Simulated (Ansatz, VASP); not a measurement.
## One calculation of WS2, two programs

File INCAR:

```
  PREC = Accurate
  ENCUT = 520
  EDIFF = 1E-6
  ISMEAR = -1
  SIGMA = 0.02
  LREAL = F
  LASPH = T
  NELM = 60
  ALGO = Normal
  ISIF = 2
  LWAVE = F
  LCHARG = T
  GGA = PE
  LELF = T
  LVHAR = T
  NBANDS = 20
```

The input KPOINTS:

```
regular mesh
0
Gamma
  10 10 10
```

File POSCAR:

```
WS2
1.0
    1.6634365527      0.9603855415      6.5424813423
   -1.6634365527      0.9603855415      6.5424813423
    0.0000000000     -1.9207710829      6.5424813423
W S
1 2
Direct
   -0.0000020323     -0.0000020323     -0.0000020323
    0.4106000030      0.4106000030      0.4106000030
    0.2560686961      0.2560686961      0.2560686961
```

Input for Ansatz:

```yaml
crystal:
  lattice:
    - [1.6634365527, 0.9603855415, 6.5424813423]
    - [-1.6634365527, 0.9603855415, 6.5424813423]
    - [0.0, -1.9207710829, 6.5424813423]
  atoms:
    - { symbol: W, position: [-2.0323e-06, -2.0323e-06, -2.0323e-06] }
    - { symbol: S, position: [0.410600003, 0.410600003, 0.410600003] }
    - { symbol: S, position: [0.2560686961, 0.2560686961, 0.2560686961] }
kpoints:
  mp_grid: { grid: [10, 10, 10] }
  band_path:
    path:
      - [0.0, 0.0, 0.0]
      - [-0.5, -0.5, -0.5]
      - [-0.5, -0.181031976, -0.818968024]
      - [-0.181031976, 0.181031976, -0.5]
      - [0.0, 0.0, -0.5]
      - [0.0, 0.340515988, -0.340515988]
      - [-0.340515988, 0.0, -0.659484012]
      - [-0.5, 0.0, -0.5]
      - [0.0, 0.170257994, -0.170257994]
      - [-0.1629287784, 0.1629287784, -0.5]
    npoints: 1
hamiltonian:
  xc: pbe
scf:
  occupations: { method: fermi_dirac, width: 0.02 }
  n_extra_bands: 4
output:
  forces: true
  stress: true
  eigenvalues: true
```

Change from the starting cell: hydrostatic strain +4.9%.

Alike in both runs: task single point; functional PBE; k mesh 10 × 10 × 10; occupations fermi-dirac, width 0.02 eV; no spin polarisation.

|  | VASP | Ansatz |
| --- | --- | --- |
| version | VASP 6.6.1 | Ansatz 0.2.0 |
| potentials or method | VASP PAW PBE potentials, release 64 (W_sv, S) | plane waves, PAW |
| plane-wave cutoff (eV) | 520 | 420 |
| valence electrons in the cell | 26 | 26 |

|  | VASP | Ansatz | Ansatz less VASP |
| --- | --- | --- | --- |
| pressure (GPa) | -5.8 | -5.7 | +0.05 |
| traceless stress, the component that is largest in VASP (GPa) | 7.31 | 7.32 | +0.006 |
| rms of the force components (eV/Å) | 0.067 | 0.066 | -0.0004 |

Atom by atom the forces differ by 0.000 eV/Å (rms over components).

Spin-orbit coupling is off throughout.
